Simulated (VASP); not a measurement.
# AlP (F-43m) in VASP: further runs

AlP is run at these levels: LDA; tasks: single point.

Everything below comes from runs of VASP 6.6.1. Logs are shortened: lines on timing, memory, paths and dates and some standing lists are left out, and cuts for length are marked.

## 1. The cell of the first run

Symmetry: F-43m, No. 216, cubic system. Conventional cell: a = 5.270 Å, b = 5.270 Å, c = 5.270 Å, α = 90.00°, β = 90.00°, γ = 90.00°. Al (site symmetry -43m) has 4 P at 2.28 Å within 3.0 Å. Within 3.0 Å of P (site symmetry -43m) lie 4 Al at 2.28 Å.

## 2. Single point, LDA

Input file INCAR:

```
SYSTEM = AlP
PREC     = Accurate       ! precision mode
ENCUT    = 500            ! plane-wave cutoff, eV
EDIFF    = 1E-6           ! SCF threshold, eV
ISMEAR   = 0              ! smearing method
SIGMA    = 0.01           ! smearing width, eV
LREAL    = .False.        ! projectors in reciprocal space
LASPH    = .True.         ! aspherical terms in the spheres
NELM     = 120            ! most SCF steps
ALGO     = Normal         ! electronic algorithm
ISIF     = 2              ! what is computed and relaxed
LWAVE    = .False.        ! write WAVECAR
LCHARG   = .False.        ! write CHGCAR
NBANDS   = 11             ! bands
GGA_COMPAT= .False.
```

Input file KPOINTS:

```
regular mesh
0
Gamma
  8 8 8
  0 0 0
```

Input file POSCAR:

```
AlP
1.0
    0.0000000000      2.6351139530      2.6351139530
    2.6351139530      0.0000000000      2.6351139530
    2.6351139530      2.6351139530      0.0000000000
Al P
1 1
Direct
    0.0000000000      0.0000000000      0.0000000000
    0.7500000000      0.7500000000      0.7500000000
```

Potentials or basis: VASP PAW LDA potentials, release 64 (Al, P).

Command:

```bash
$ cat potpaw_LDA.64/Al/POTCAR potpaw_LDA.64/P/POTCAR > POTCAR
$ mpirun -np 1 vasp_std > vasp.out
```

OUTCAR:

```text
SYSTEM = AlP
   PREC = Accurate
   ENCUT = 500
   EDIFF = 1E-6
   ISMEAR = 0
   LREAL = .False.
   LASPH = .True.
   NELM = 120
   ISIF = 2

 ion  position               nearest neighbor table
   1  0.000  0.000  0.000-   2 2.28   2 2.28   2 2.28   2 2.28
   2  0.750  0.750  0.750-   1 2.28   1 2.28   1 2.28   1 2.28

  LATTYP: Found a face centered cubic cell.
 ALAT       =     5.2702279060

  Lattice vectors:

 A1 = (   0.0000000000,   2.6351139530,   2.6351139530)
 A2 = (   2.6351139530,   0.0000000000,   2.6351139530)
 A3 = (   2.6351139530,   2.6351139530,   0.0000000000)

Analysis of symmetry for initial positions (statically):
=====================================================================
 Subroutine PRICEL returns:
 Original cell was already a primitive cell.

 Routine SETGRP: Setting up the symmetry group for a
 face centered cubic supercell.

 Subroutine GETGRP returns: Found 24 space group operations
 (whereof 24 operations were pure point group operations)
 out of a pool of 48 trial point group operations.

The static configuration has the point symmetry T_d .

Analysis of symmetry for dynamics (positions and initial velocities):
=====================================================================
 Subroutine PRICEL returns:
 Original cell was already a primitive cell.

 Routine SETGRP: Setting up the symmetry group for a
 face centered cubic supercell.

 Subroutine GETGRP returns: Found 24 space group operations
 (whereof 24 operations were pure point group operations)
 out of a pool of 48 trial point group operations.

The dynamic configuration has the point symmetry T_d .

 Subroutine INISYM returns: Found 24 space group operations
 (whereof 24 operations are pure point group operations),
 and found     1 'primitive' translations

----------------------------------------------------------------------------------------

                                     Primitive cell

  volume of cell :      36.5955

  direct lattice vectors                    reciprocal lattice vectors
     0.000000000  2.635113953  2.635113953    -0.189745115  0.189745115  0.189745115
     2.635113953  0.000000000  2.635113953     0.189745115 -0.189745115  0.189745115
     2.635113953  2.635113953  0.000000000     0.189745115  0.189745115 -0.189745115

  length of vectors
     3.726613891  3.726613891  3.726613891     0.328648180  0.328648180  0.328648180

  position of ions in fractional coordinates (direct lattice)
     0.000000000  0.000000000  0.000000000
     0.750000000  0.750000000  0.750000000

  ion indices of the primitive-cell ions
   primitive index   ion index
                 1           1
                 2           2

----------------------------------------------------------------------------------------

 KPOINTS: regular mesh

Automatic generation of k-mesh.
 Grid dimensions read from file:
 generate k-points for:    8    8    8

 Generating k-lattice:

  Cartesian coordinates                     Fractional coordinates (reciprocal lattice)
    -0.023718139  0.023718139  0.023718139     0.125000000  0.000000000  0.000000000
     0.023718139 -0.023718139  0.023718139     0.000000000  0.125000000  0.000000000
     0.023718139  0.023718139 -0.023718139     0.000000000  0.000000000  0.125000000

  Length of vectors
     0.041081022  0.041081022  0.041081022

  Shift w.r.t. Gamma in fractional coordinates (k-lattice)
     0.000000000  0.000000000  0.000000000

 Subroutine IBZKPT returns following result:
 ===========================================

 Found     29 irreducible k-points:

 Following reciprocal coordinates:
            Coordinates               Weight
  0.000000  0.000000  0.000000      1.000000
  0.125000  0.000000  0.000000      8.000000
  0.250000  0.000000  0.000000      8.000000
  0.375000  0.000000  0.000000      8.000000
  0.500000  0.000000  0.000000      4.000000
  0.125000  0.125000  0.000000      6.000000
[... 16 lines left out ...]
  0.500000  0.250000  0.125000     48.000000
 -0.375000  0.250000  0.125000     24.000000
 [... further k-points ...]
   k-points           NKPTS =     29   k-points in BZ     NKDIM =     29   number of bands    NBANDS=     11
   number of dos      NEDOS =    301   number of ions     NIONS =      2
   total plane-waves  NPLWV =  21952
   dimension x,y,z NGX =    28 NGY =   28 NGZ =   28
   dimension x,y,z NGXF=    56 NGYF=   56 NGZF=   56
   ions per type =               1   1
   NGX,Y,Z   is equivalent  to a cutoff of  12.49, 12.49, 12.49 a.u.
   NGXF,Y,Z  is equivalent  to a cutoff of  24.98, 24.98, 24.98 a.u.
 SYSTEM =  AlP
   PREC   = accura    normal or accurate (medium, high low for compatibility)
   ISTART =      0    job   : 0-new  1-cont  2-samecut
   ICHARG =      2    charge: 1-file 2-atom 10-const
   ISPIN  =      1    spin polarized calculation?
   LNONCOLLINEAR =      F non collinear calculations
   LSORBIT =      F    spin-orbit coupling
   LASPH  =      T    aspherical Exc in radial PAW
   ENCUT  =  500.0 eV  36.75 Ry    6.06 a.u.   6.79  6.79  6.79*2*pi/ulx,y,z
   NELM   =    120;   NELMIN=  2; NELMDL= -5     # of ELM steps
   EDIFF  = 0.1E-05   stopping-criterion for ELM
   LREAL  =      F    real-space projection
   EDIFFG = 0.1E-04   stopping-criterion for IOM
   NSW    =      0    number of steps for IOM
   IBRION =     -1    ionic relax: 0-MD 1-quasi-New 2-CG
   NFREE  =      0    steps in history (QN), initial steepest desc. (CG)
   ISIF   =      2    stress and relaxation
   ISYM   =      2    0-nonsym 1-usesym 2-fastsym
   POTIM  = 0.5000    time-step for ionic-motion
   TEBEG  =    0.0;   TEEND  =   0.0 temperature during run
   PSTRESS=    0.0 pullay stress
   NELECT =       8.0000    total number of electrons
   NUPDOWN=      -1.0000    fix difference up-down
   EMIN   =  10.00;   EMAX   =-10.00  energy-range for DOS
   EFERMI =   0.00;   METHOD = LEGACY
   ISMEAR =     0;   SIGMA  =   0.01  broadening in eV -4-tet -1-fermi 0-gaus
   EFERMI_NEDOS =   21; number of points for ismear=-14 and -15
   IALGO  =     38    algorithm
   IMIX   =      4    mixing-type and parameters
     AMIX     =   0.40;   BMIX     =  1.00
     AMIX_MAG =   1.60;   BMIX_MAG =  1.00
  volume/ion in A,a.u.               =      18.30       123.48
  Fermi-wavevector in a.u.,A,eV,Ry     =   0.986193  1.863635 13.232719  0.972577
  Thomas-Fermi vector in A             =   2.117556
   LORBIT       =      0    0 simple, 1 ext, 2 COOP (PROOUT), +10 PAW based schemes
   GGA     = CA    functional components
   LHFCALC =     F    Hartree Fock is set to
   AEXX    =    0.0000 exact exchange contribution
   IVDW    =     0    specifies the selected vdW correction
   LEPSILON=     F    determine dielectric tensor
   LRPA    =     F    only Hartree local field effects (RPA)
 non-spin polarized calculation
 Gauss-broadening in eV      SIGMA  =   0.01
  energy-cutoff  :      500.00
  volume of cell :       36.60
 maximum number of plane-waves:       950
   NGX = 13   NGY = 13   NGZ = 13

 number of electron       8.0000001 magnetization

 Free energy of the ion-electron system (eV)
  ---------------------------------------------------
  ext. energy  EPLUGINS =         0.00000000
  ---------------------------------------------------
  free energy    TOTEN  =       -11.30897337 eV

  energy without entropy =      -11.30897337  energy(sigma->0) =      -11.30897337

 E-fermi :   5.6048     XC(G=0):  -9.8559

 val. band max:        5.4764224549   @ k =   0.0000   0.0000   0.0000
 cond. band min:       6.6954946402   @ k =   0.5000   0.5000   0.0000
 fundamental gap:      1.2190721852
 Fermi energy:         5.6048394237

 k-point     1 :       0.0000    0.0000    0.0000
  band No.  band energies     occupation
      1      -6.6702      2.00000
      2       5.4764      2.00000
      3       5.4764      2.00000
      4       5.4764      2.00000
      5       9.5199      0.00000
      6      10.0915      0.00000
      7      10.0915      0.00000
      8      10.0915      0.00000
      9      14.4020      0.00000
     10      14.4020      0.00000
     11      16.2502      0.00000

 k-point     2 :       0.1250    0.0000    0.0000
  band No.  band energies     occupation
      1      -6.4754      2.00000
      2       4.1887      2.00000
      3       5.3112      2.00000
      4       5.3112      2.00000
      5       9.5946      0.00000
      6      10.4052      0.00000
      7      10.4052      0.00000
      8      10.9855      0.00000
      9      13.8527      0.00000
     10      13.8527      0.00000
     11      16.7698      0.00000

 k-point     3 :       0.2500    0.0000    0.0000
  band No.  band energies     occupation
      1      -5.9212      2.00000
      2       2.0634      2.00000
      3       4.9894      2.00000
      4       4.9894      2.00000
      5       9.0790      0.00000
      6      10.6873      0.00000
      7      10.6873      0.00000
      8      12.9692      0.00000
      9      13.8604      0.00000
     10      13.8604      0.00000
     11      16.0824      0.00000

 k-point     4 :       0.3750    0.0000    0.0000
  band No.  band energies     occupation
      1      -5.1543      2.00000
      2       0.2260      2.00000
      3       4.7369      2.00000
      4       4.7369      2.00000
      5       8.6842      0.00000
      6      10.4007      0.00000
      7      10.4007      0.00000
      8      13.8686      0.00000
      9      15.4204      0.00000
     10      15.4204      0.00000
     11      16.7254      0.00000

 k-point     5 :       0.5000    0.0000    0.0000
  band No.  band energies     occupation
      1      -4.6967      2.00000
      2      -0.6023      2.00000
      3       4.6464      2.00000
      4       4.6464      2.00000
      5       8.5461      0.00000
      6      10.2226      0.00000
      7      10.2226      0.00000
      8      13.8269      0.00000
      9      17.3182      0.00000
     10      17.3182      0.00000
     11      18.0536      0.00000
[... 211 lines left out ...]
 k-point    21 :       0.5000    0.5000    0.0000
  band No.  band energies     occupation
      1      -3.9119      2.00000
      2      -0.2555      2.00000
      3       3.1319      2.00000
      4       3.1319      2.00000
      5       6.6955      0.00000
      6       7.7574      0.00000
      7      17.2640      0.00000
      8      17.2640      0.00000
      9      17.9801      0.00000
     10      17.9801      0.00000
     11      18.5543      0.00000

 k-point    22 :       0.3750    0.2500    0.1250
  band No.  band energies     occupation
      1      -5.4485      2.00000
      2       1.7835      2.00000
      3       3.3319      2.00000
      4       4.4619      2.00000
      5       9.3166      0.00000
      6      10.4502      0.00000
      7      11.0491      0.00000
      8      12.5579      0.00000
      9      14.1635      0.00000
     10      16.7578      0.00000
     11      18.8709      0.00000

 k-point    23 :       0.5000    0.2500    0.1250
  band No.  band energies     occupation
      1      -4.7376      2.00000
      2       0.5088      2.00000
      3       2.7292      2.00000
      4       4.0169      2.00000
      5       9.3994      0.00000
      6      10.3656      0.00000
      7      11.7039      0.00000
      8      12.8416      0.00000
      9      15.3645      0.00000
     10      17.3065      0.00000
     11      18.7852      0.00000

 k-point    24 :      -0.3750    0.2500    0.1250
  band No.  band energies     occupation
      1      -4.3285      2.00000
      2      -0.1636      2.00000
      3       2.6004      2.00000
      4       3.7984      2.00000
      5       9.3855      0.00000
      6      10.0842      0.00000
      7      12.6022      0.00000
      8      13.4872      0.00000
      9      14.8543      0.00000
     10      17.2779      0.00000
     11      18.8918      0.00000

 [... further k-points ...]

------------------------ aborting loop because EDIFF is reached ----------------------------------------

  FORCE on cell =-STRESS in cart. coord.  units (eV):
  Direction    XX          YY          ZZ          XY          YZ          ZX
  --------------------------------------------------------------------------------------
  -------------------------------------------------------------------------------------
  Total        2.2981597      2.2981597      2.2981597     -0.0000000      0.0000000     -0.0000000
  in kB      100.6149691    100.6149691    100.6149691     -0.0000000      0.0000000     -0.0000000
  external PRESSURE =     100.6149691 kB  Pullay stress =       0.0000000 kB

 VOLUME and BASIS-vectors are now :
 -----------------------------------------------------------------------------
  energy-cutoff  :      500.00
  volume of cell :       36.60
      direct lattice vectors                 reciprocal lattice vectors
     0.000000000  2.635113953  2.635113953    -0.189745115  0.189745115  0.189745115
     2.635113953  0.000000000  2.635113953     0.189745115 -0.189745115  0.189745115
     2.635113953  2.635113953  0.000000000     0.189745115  0.189745115 -0.189745115

 POSITION                                       TOTAL-FORCE (eV/Angst)
 -----------------------------------------------------------------------------------
      0.00000      0.00000      0.00000        -0.000000      0.000000     -0.000000
      3.95267      3.95267      3.95267         0.000000     -0.000000      0.000000
 -----------------------------------------------------------------------------------
    total drift:                               -0.000000     -0.000000     -0.000000

  FREE ENERGIE OF THE ION-ELECTRON SYSTEM (eV)
  ---------------------------------------------------
  free  energy   TOTEN  =       -11.3089733653 eV

  energy  without entropy=      -11.3089733653  energy(sigma->0) =      -11.30897337
```

It took 12 s on 1 thread of Intel Xeon 8259CL, shared host; peak memory 0.13 GiB.

Results:

```yaml
Free_energy: -11.3090 eV
Pressure: 10.1 GPa
Band_gap_on_the_k_mesh: 1.22 eV (least direct gap 3.56 eV)
```

Caveat: the cell stands under pressure. A k mesh can miss the band edges.

## 3. Single point, LDA

This run uses another cell than the first one, of 17.65 Å³/atom.

Input file INCAR:

```
PREC = Accurate
ENCUT = 500
EDIFF = 1E-6
ISMEAR = 0
SIGMA = 0.01
LREAL = False
LASPH = True
NELM = 120
ALGO = Normal
ISIF = 2
LWAVE = False
LCHARG = False
NBANDS = 11
GGA_COMPAT = False
```

Input file KPOINTS:

```
regular mesh
0
Gamma
  8 8 8
```

Input file POSCAR:

```
AlP
1.0
    0.0000000000      2.6034278942      2.6034278942
    2.6034278942      0.0000000000      2.6034278942
    2.6034278942      2.6034278942      0.0000000000
Al P
1 1
Direct
    0.0000000000      0.0000000000      0.0000000000
    0.7500000000      0.7500000000      0.7500000000
```

Potentials or basis: VASP PAW LDA potentials, release 64 (Al, P).

Command:

```bash
$ cat potpaw_LDA.64/Al/POTCAR potpaw_LDA.64/P/POTCAR > POTCAR
$ mpirun -np 1 vasp_std > vasp.out
```

Wall time 12 s (1 thread of Intel Xeon 8259CL, shared host); peak memory 0.13 GiB.

The run converged. Its results:

```yaml
Free_energy: -11.2070 eV
Pressure: 15.1 GPa
Band_gap_on_the_k_mesh: 1.13 eV (least direct gap 3.56 eV)
```

Levels at points of the mesh, in eV from the valence-band top:
```csv
k point,band 1,band 2,band 3,band 4,band 5,band 6,band 7,band 8,band 9
"(0.00, 0.00, 0.00)",-12.38,0.00,0.00,0.00,4.37,4.66,4.66,4.66,8.96
"(0.50, 0.00, 0.00)",-10.31,-6.26,-0.85,-0.85,3.21,4.74,4.74,8.44,11.96
"(0.50, 0.50, 0.00)",-9.48,-5.87,-2.42,-2.42,1.13,2.25,12.08,12.08,12.69
```

Caveat: the cell stands under pressure.
